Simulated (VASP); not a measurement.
**HgTe: single point with PBE**

Crystal: HgTe.

```xyz
2
Lattice="0.0000 3.2239 3.2239 3.2239 0.0000 3.2239 3.2239 3.2239 0.0000" Properties=species:S:1:pos:R:3 pbc="T T T"
Hg    0.0000    0.0000    0.0000
Te    3.2239    3.2239    3.2239
```

```json
{
 "Program": "VASP 6.6.1",
 "Task": "single point",
 "Functional": "PBE",
 "Potentials or basis": "VASP PAW PBE potentials, release 64 (Hg, Te)",
 "Cutoff": "520 eV",
 "k mesh": "4 × 4 × 4",
 "Occupations": "gaussian, width 0.1 eV",
 "Spin": "no spin polarisation",
 "Dipole correction": "no",
 "Further INCAR settings": "ALGO = Normal; EDIFF = 1e-06; NBANDS = 16"
}
```

```yaml
Pressure: -3.7 GPa
Band_gap_on_the_k_mesh: zero (band 9 reaches 2.91 eV, above the bottom of band 10 at 1.09 eV)
```

Levels at points of the mesh, in eV from the Fermi level:
| k point | band 6 | band 7 | band 8 | band 9 | band 10 | band 11 | band 12 | band 13 |
| --- | --- | --- | --- | --- | --- | --- | --- | --- |
| (0.00, 0.00, 0.00) | -6.43 | -1.72 | -0.62 | -0.62 | -0.62 | 7.12 | 7.12 | 7.12 |
| (0.50, 0.00, 0.00) | -6.33 | -5.03 | -0.01 | -0.01 | 2.61 | 2.67 | 3.93 | 3.93 |
| (0.50, 0.50, 0.00) | -5.94 | -3.42 | -2.76 | -1.83 | -1.83 | 4.89 | 8.06 | 8.06 |

Run time: 11 s on 1 thread of Intel(R) Xeon(R) Platinum 8259CL CPU @ 2.50GHz (Skylake/Cascade Lake), with other jobs on the host, peak memory 0.2 GiB.

Caveat: the k points lie up to 0.42 Å⁻¹ apart; spin-orbit coupling is left out, which moves the levels of the heavy elements.
